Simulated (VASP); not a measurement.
Wanted: the native input for a VASP 6.6.1 run.

```yaml
Task: single point
Functional: PBE
Potentials_or_basis: VASP PAW PBE potentials, release 64 (Si, C)
Cutoff: 520 eV
k_mesh: 12 × 12 × 6
Occupations: gaussian, width 0.05 eV
Spin: no spin polarisation
Dipole_correction: no
Further_INCAR_settings: ALGO = Normal; EDIFF = 1e-06; NBANDS = 16
```

The structure of SiC lies in POSCAR:

```
SiC
1.0
    3.1490718908      0.0000000000      0.0000000000
   -1.5745359454      2.7271762558      0.0000000000
    0.0000000000      0.0000000000      4.8917682752
Si C
2 2
Direct
    0.3333333333      0.6666666667      0.0045639005
    0.6666666667      0.3333333333      0.5045639005
    0.3333333333      0.6666666667      0.3356973251
    0.6666666667      0.3333333333      0.8356973251
```

This cell differs from its parent crystal: atoms shifted along a free coordinate, c/a of the conventional cell at fixed volume 1.5534.

These files were run (other wordings do the same):

INCAR

```
ALGO = Normal ; EDIFF = 1E-6
ENCUT = 520 ; GGA = PE
ISIF = 2 ; ISMEAR = 0
LASPH = True ; LCHARG = False
LREAL = False ; LWAVE = False
NBANDS = 16 ; NELM = 100
PREC = Accurate ; SIGMA = 0.05
```

KPOINTS

```
k-points
0
Gamma
  12 12 6
```

Potentials or basis: VASP PAW PBE potentials, release 64 (Si, C).

Run with:

```sh
$ cat potpaw_PBE.64/Si/POTCAR potpaw_PBE.64/C/POTCAR > POTCAR
$ mpirun -np 1 vasp_std > vasp.out
```

Results of the run:

```yaml
Pressure: 14.9 GPa
Largest_force: 8.185 eV/Å
Band_gap_on_the_k_mesh: 1.23 eV (least direct gap 3.12 eV)
```

Caveat: the cell stands under pressure; forces of over 1 eV/Å act on the atoms, so gaps and moduli don't describe the material at rest.

Wall time 51 s on 1 thread of Intel Xeon 8259CL, on a shared host, peak memory 0.18 GiB.
